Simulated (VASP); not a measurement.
Input of a VASP 6.6.1 run:

File POSCAR:

```
TePb
1.0
    0.0000000000      3.2678368418      3.2678368418
    3.2678368418      0.0000000000      3.2678368418
    3.2678368418      3.2678368418      0.0000000000
Pb Te
1 1
Direct
    0.0000000000      0.0000000000      0.0000000000
    0.5000000000      0.5000000000      0.5000000000
```

The input INCAR.step1:

```
PREC = Accurate
ENCUT = 520
EDIFF = 1E-5
ISMEAR = 0
SIGMA = 0.05
LREAL = F
LASPH = T
NELM = 80
ALGO = Normal
ISIF = 2
LWAVE = T
NBANDS = 17
GGA = PE
```

INCAR.step2

```
PREC = Accurate
ENCUT = 520
EDIFF = 1E-6
ISMEAR = 0
SIGMA = 0.05
LREAL = F
LASPH = T
NELM = 80
ALGO = Normal
ISIF = 2
LWAVE = F
LCHARG = T
GGA = PE
LHFCALC = T
HFSCREEN = 0.2079
PRECFOCK = Normal
LELF = T
LVHAR = T
NBANDS = 17
ISTART = 1
```

File KPOINTS:

```
regular mesh
0
Gamma
  4 4 4
```

Potentials or basis: VASP PAW PBE potentials, release 64 (Pb_d, Te).

Run with:

```sh
$ cat potpaw_PBE.64/Pb_d/POTCAR potpaw_PBE.64/Te/POTCAR > POTCAR
$ cp INCAR.step1 INCAR
$ mpirun -np 1 vasp_std > vasp.out
$ cp INCAR.step2 INCAR
$ mpirun -np 1 vasp_std > vasp.out
```

(1) Estimate the pressure.

(2) Predict the band gap on the k mesh.

## Answers

(1) -0.5 GPa.

(2) 1.17 eV.

Caveat: the structure was generated, so it needn't be the stable form of TePb; the PAW data sets were made with another functional, which shifts forces and pressure a little; spin-orbit coupling is left out, which moves the levels of the heavy elements.
